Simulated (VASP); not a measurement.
# Se (R-3) in VASP: single point with PBE

Aim: the single point of Se with PBE.

Program: VASP 6.6.1. These are calculated values, not measurements. Logs are shortened: lines on timing, memory, paths and dates and some standing lists are left out, and cuts for length are marked.

**1. The cell of the first run**

The structure is trigonal, space group R-3 (No. 148). Conventional cell: a = 11.362 Å, b = 11.362 Å, c = 4.429 Å, α = 90.00°, β = 90.00°, γ = 120.00°. Within 3.1 Å of Se (site symmetry 1) lie 2 Se at 2.36 Å.

**2. Single point, PBE**

Input file INCAR:

```
PREC = Accurate
ENCUT = 520
EDIFF = 1E-7
ISMEAR = -1
SIGMA = 0.05
LREAL = F
LASPH = T
NELM = 60
ALGO = Normal
ISIF = 2
LWAVE = F
LCHARG = T
GGA = PE
LELF = T
LVHAR = T
NBANDS = 27
```

Input file KPOINTS:

```
Automatic mesh
0
Gamma
  7 7 7
```

Input file POSCAR:

```
Se
1.0
    5.6810000000      3.2799268793      1.4763333333
   -5.6810000000      3.2799268793      1.4763333333
    0.0000000000     -6.5598537585      1.4763333333
Se
6
Direct
    0.8374900000      0.0818200000      0.7193400000
    0.0818200000      0.7193400000      0.8374900000
    0.7193400000      0.8374900000      0.0818200000
    0.1625100000      0.9181800000      0.2806600000
    0.9181800000      0.2806600000      0.1625100000
    0.2806600000      0.1625100000      0.9181800000
```

Potentials or basis: VASP PAW PBE potentials, release 64 (Se).

Run with:

```console
> cat potpaw_PBE.64/Se/POTCAR > POTCAR
> mpirun -np 1 vasp_std > vasp.out
```

OUTCAR:

```text
PREC = Accurate
   ENCUT = 520
   EDIFF = 1E-7
   ISMEAR = -1
   LREAL = F
   LASPH = T
   NELM = 60
   ISIF = 2
   GGA = PE

 ion  position               nearest neighbor table
   1  0.837  0.082  0.719-   5 2.36   6 2.36
   2  0.082  0.719  0.837-   4 2.36   6 2.36
   3  0.719  0.837  0.082-   4 2.36   5 2.36
   4  0.163  0.918  0.281-   2 2.36   3 2.36
   5  0.918  0.281  0.163-   1 2.36   3 2.36
   6  0.281  0.163  0.918-   1 2.36   2 2.36

  LATTYP: Found a trigonal (rhomboedric) cell.
 ALAT       =     6.7239305056
 COS(alpha) =    -0.4276874498

  Lattice vectors:

 A1 = (   5.6810000000,   3.2799268793,   1.4763333333)
 A2 = (  -5.6810000000,   3.2799268793,   1.4763333333)
 A3 = (   0.0000000000,  -6.5598537585,   1.4763333333)

Analysis of symmetry for initial positions (statically):
=====================================================================
 Subroutine PRICEL returns:
 Original cell was already a primitive cell.

 Routine SETGRP: Setting up the symmetry group for a
 trigonal (rhombohedral) supercell.

 Subroutine GETGRP returns: Found  6 space group operations
 (whereof  6 operations were pure point group operations)
 out of a pool of 12 trial point group operations.

The static configuration has the point symmetry S_6 .

Analysis of symmetry for dynamics (positions and initial velocities):
=====================================================================
 Subroutine PRICEL returns:
 Original cell was already a primitive cell.

 Routine SETGRP: Setting up the symmetry group for a
 trigonal (rhombohedral) supercell.

 Subroutine GETGRP returns: Found  6 space group operations
 (whereof  6 operations were pure point group operations)
 out of a pool of 12 trial point group operations.

The dynamic configuration has the point symmetry S_6 .

 Subroutine INISYM returns: Found  6 space group operations
 (whereof  6 operations are pure point group operations),
 and found     1 'primitive' translations

----------------------------------------------------------------------------------------

                                     Primitive cell

  volume of cell :     165.0535

  direct lattice vectors                    reciprocal lattice vectors
     5.681000000  3.279926879  1.476333333     0.088012674  0.050814141  0.225784601
    -5.681000000  3.279926879  1.476333333    -0.088012674  0.050814141  0.225784601
     0.000000000 -6.559853759  1.476333333     0.000000000 -0.101628282  0.225784601

  length of vectors
     6.723930506  6.723930506  6.723930506     0.247602492  0.247602492  0.247602492

  position of ions in fractional coordinates (direct lattice)
     0.837490000  0.081820000  0.719340000
     0.081820000  0.719340000  0.837490000
     0.719340000  0.837490000  0.081820000
     0.162510000  0.918180000  0.280660000
     0.918180000  0.280660000  0.162510000
     0.280660000  0.162510000  0.918180000

  ion indices of the primitive-cell ions
   primitive index   ion index
                 1           1
                 2           2
                 3           3
                 4           4
                 5           5
                 6           6

----------------------------------------------------------------------------------------

 KPOINTS: Automatic mesh

Automatic generation of k-mesh.
 Grid dimensions read from file:
 generate k-points for:    7    7    7

 Generating k-lattice:

  Cartesian coordinates                     Fractional coordinates (reciprocal lattice)
     0.012573239  0.007259163  0.032254943     0.142857143  0.000000000 -0.000000000
    -0.012573239  0.007259163  0.032254943     0.000000000  0.142857143 -0.000000000
     0.000000000 -0.014518326  0.032254943     0.000000000  0.000000000  0.142857143

  Length of vectors
     0.035371785  0.035371785  0.035371785

  Shift w.r.t. Gamma in fractional coordinates (k-lattice)
     0.000000000  0.000000000  0.000000000

 Subroutine IBZKPT returns following result:
 ===========================================

 Found     60 irreducible k-points:

 Following reciprocal coordinates:
            Coordinates               Weight
  0.000000  0.000000  0.000000      1.000000
  0.142857 -0.000000  0.000000      6.000000
  0.285714 -0.000000  0.000000      6.000000
  0.428571  0.000000  0.000000      6.000000
  0.142857  0.142857  0.000000      6.000000
  0.285714  0.142857  0.000000      6.000000
[... 16 lines left out ...]
  0.142857  0.142857  0.142857      2.000000
  0.285714  0.142857  0.142857      6.000000
 [... further k-points ...]
   k-points           NKPTS =     60   k-points in BZ     NKDIM =     60   number of bands    NBANDS=     27
   number of dos      NEDOS =    301   number of ions     NIONS =      6
   total plane-waves  NPLWV = 125000
   dimension x,y,z NGX =    50 NGY =   50 NGZ =   50
   dimension x,y,z NGXF=   100 NGYF=  100 NGZF=  100
   ions per type =               6
   NGX,Y,Z   is equivalent  to a cutoff of  12.36, 12.36, 12.36 a.u.
   NGXF,Y,Z  is equivalent  to a cutoff of  24.72, 24.72, 24.72 a.u.
 SYSTEM =  unknown system
   PREC   = accura    normal or accurate (medium, high low for compatibility)
   ISTART =      0    job   : 0-new  1-cont  2-samecut
   ICHARG =      2    charge: 1-file 2-atom 10-const
   ISPIN  =      1    spin polarized calculation?
   LNONCOLLINEAR =      F non collinear calculations
   LSORBIT =      F    spin-orbit coupling
   LASPH  =      T    aspherical Exc in radial PAW
   ENCUT  =  520.0 eV  38.22 Ry    6.18 a.u.  12.50 12.50 12.50*2*pi/ulx,y,z
   NELM   =     60;   NELMIN=  2; NELMDL= -5     # of ELM steps
   EDIFF  = 0.1E-06   stopping-criterion for ELM
   LREAL  =      F    real-space projection
   EDIFFG = 0.1E-05   stopping-criterion for IOM
   NSW    =      0    number of steps for IOM
   IBRION =     -1    ionic relax: 0-MD 1-quasi-New 2-CG
   NFREE  =      0    steps in history (QN), initial steepest desc. (CG)
   ISIF   =      2    stress and relaxation
   ISYM   =      2    0-nonsym 1-usesym 2-fastsym
   POTIM  = 0.5000    time-step for ionic-motion
   TEBEG  =    0.0;   TEEND  =   0.0 temperature during run
   PSTRESS=    0.0 pullay stress
   NELECT =      36.0000    total number of electrons
   NUPDOWN=      -1.0000    fix difference up-down
   EMIN   =  10.00;   EMAX   =-10.00  energy-range for DOS
   EFERMI =   0.00;   METHOD = LEGACY
   ISMEAR =    -1;   SIGMA  =   0.05  broadening in eV -4-tet -1-fermi 0-gaus
   EFERMI_NEDOS =   21; number of points for ismear=-14 and -15
   IALGO  =     38    algorithm
   IMIX   =      4    mixing-type and parameters
     AMIX     =   0.40;   BMIX     =  1.00
     AMIX_MAG =   1.60;   BMIX_MAG =  1.00
  volume/ion in A,a.u.               =      27.51       185.64
  Fermi-wavevector in a.u.,A,eV,Ry     =   0.985449  1.862228 13.212748  0.971110
  Thomas-Fermi vector in A             =   2.116757
   LORBIT       =      0    0 simple, 1 ext, 2 COOP (PROOUT), +10 PAW based schemes
   GGA     = PE    functional components
   LHFCALC =     F    Hartree Fock is set to
   AEXX    =    0.0000 exact exchange contribution
   IVDW    =     0    specifies the selected vdW correction
   LEPSILON=     F    determine dielectric tensor
   LRPA    =     F    only Hartree local field effects (RPA)
 non-spin polarized calculation
  energy-cutoff  :      520.00
  volume of cell :      165.05
 maximum number of plane-waves:      4469
 NGX is ok and might be reduce to    50
   NGX = 25   NGY = 25   NGZ = 25

 number of electron      36.0000000 magnetization

 Free energy of the ion-electron system (eV)
  ---------------------------------------------------
  ext. energy  EPLUGINS =         0.00000000
  ---------------------------------------------------
  free energy    TOTEN  =       -20.69713244 eV

  energy without entropy =      -20.69713166  energy(sigma->0) =      -20.69713205

 E-fermi :   2.9334     XC(G=0):  -8.7950

 val. band max:        2.3167696979   @ k =  -0.4286   0.4286   0.4286
 cond. band min:       3.5268107944   @ k =  -0.2857   0.2857   0.1429
 fundamental gap:      1.2100410965
 Fermi energy:         2.9333936814

 k-point     1 :       0.0000    0.0000    0.0000
  band No.  band energies     occupation
      1     -13.4225      2.00000
      2     -11.6987      2.00000
      3     -11.6987      2.00000
      4      -9.4534      2.00000
      5      -9.4534      2.00000
      6      -7.7681      2.00000
[... 19 lines left out ...]
     26       8.9158      0.00000
     27       8.9159      0.00000

 k-point     2 :       0.1429   -0.0000    0.0000
  band No.  band energies     occupation
      1     -13.3675      2.00000
      2     -11.7366      2.00000
      3     -11.7037      2.00000
      4      -9.4577      2.00000
      5      -9.3862      2.00000
      6      -7.7901      2.00000
[... 19 lines left out ...]
     26       8.8719      0.00000
     27       9.1123      0.00000

 k-point     3 :       0.2857   -0.0000    0.0000
  band No.  band energies     occupation
      1     -13.2315      2.00000
      2     -11.8280      2.00000
      3     -11.7156      2.00000
      4      -9.4657      2.00000
      5      -9.2320      2.00000
      6      -7.8653      2.00000
[... 19 lines left out ...]
     26       8.9230      0.00000
     27       9.4834      0.00000

 k-point     4 :       0.4286    0.0000    0.0000
  band No.  band energies     occupation
      1     -13.1049      2.00000
      2     -11.9130      2.00000
      3     -11.7258      2.00000
      4      -9.4710      2.00000
      5      -9.1020      2.00000
      6      -7.9522      2.00000
[... 19 lines left out ...]
     26       9.5269      0.00000
     27       9.9891      0.00000
[... 516 lines left out ...]
      4      -9.5910      2.00000
      5      -9.0574      2.00000
      6      -7.4755      2.00000
[... 19 lines left out ...]
     26       8.5543      0.00000
     27       9.1323      0.00000

 k-point    23 :       0.1429    0.1429    0.1429
  band No.  band energies     occupation
      1     -13.1548      2.00000
      2     -11.7759      2.00000
      3     -11.7759      2.00000
      4      -9.2789      2.00000
      5      -9.2789      2.00000
      6      -8.0336      2.00000
[... 19 lines left out ...]
     26       9.9442      0.00000
     27       9.9694      0.00000

 k-point    24 :       0.2857    0.1429    0.1429
  band No.  band energies     occupation
      1     -13.0646      2.00000
      2     -11.9162      2.00000
      3     -11.8249      2.00000
      4      -9.3086      2.00000
      5      -9.1436      2.00000
      6      -8.0172      2.00000
[... 19 lines left out ...]
     26       9.8356      0.00000
     27      10.0334      0.00000

 [... further k-points ...]
[... 5 lines left out ...]
  --------------------------------------------------------------------------------------
  -------------------------------------------------------------------------------------
  Total        3.0652937      3.0652937      2.6016765      0.0000004      0.0000000     -0.0000000
  in kB       29.7548697     29.7548697     25.2545280      0.0000041      0.0000000     -0.0000000
  external PRESSURE =      28.2547558 kB  Pullay stress =       0.0000000 kB

 VOLUME and BASIS-vectors are now :
 -----------------------------------------------------------------------------
  energy-cutoff  :      520.00
  volume of cell :      165.05
      direct lattice vectors                 reciprocal lattice vectors
     5.681000000  3.279926879  1.476333333     0.088012674  0.050814141  0.225784601
    -5.681000000  3.279926879  1.476333333    -0.088012674  0.050814141  0.225784601
     0.000000000 -6.559853759  1.476333333     0.000000000 -0.101628282  0.225784601

 POSITION                                       TOTAL-FORCE (eV/Angst)
 -----------------------------------------------------------------------------------
      4.29296     -1.70350      2.41919        -0.224618      0.330070     -0.310322
     -3.62175     -2.86607      2.41919         0.398158      0.029490     -0.310322
     -0.67121      4.56956      2.41919        -0.173539     -0.359560     -0.310322
     -4.29296      1.70350      2.00981         0.224618     -0.330070      0.310322
      3.62175      2.86607      2.00981        -0.398158     -0.029490      0.310322
      0.67121     -4.56956      2.00981         0.173539      0.359560      0.310322
 -----------------------------------------------------------------------------------
    total drift:                                0.000000     -0.000000     -0.000000

  FREE ENERGIE OF THE ION-ELECTRON SYSTEM (eV)
  ---------------------------------------------------
  free  energy   TOTEN  =       -20.6971324370 eV

  energy  without entropy=      -20.6971316640  energy(sigma->0) =      -20.69713205
```

Run time: 2.9 min. Hardware: 1 thread of Intel Xeon 6975P-C (Granite Rapids), shared host; peak memory 0.43 GiB.

What came out:

* Free energy: -20.6971 eV
* Pressure: 2.8 GPa
* Largest force: 0.506 eV/Å
* Band gap on the k mesh: 1.21 eV (least direct gap 1.47 eV)

Forces in eV/Å, atoms in the order of the input:
```
Se  -0.225  0.330 -0.310
Se   0.398  0.029 -0.310
Se  -0.174 -0.360 -0.310
Se   0.225 -0.330  0.310
Se  -0.398 -0.029  0.310
Se   0.174  0.360  0.310
```

Levels at points of the mesh, in eV from the valence-band top:
```csv
k point,band 14,band 15,band 16,band 17,band 18,band 19,band 20,band 21,band 22,band 23
"(0.00, 0.00, 0.00)",-1.22,-0.74,-0.74,-0.64,-0.64,1.79,1.79,2.63,2.85,2.85
```

Caveat: this functional lacks dispersion, which holds the molecules together, so the pressure and a relaxed volume are unreliable.
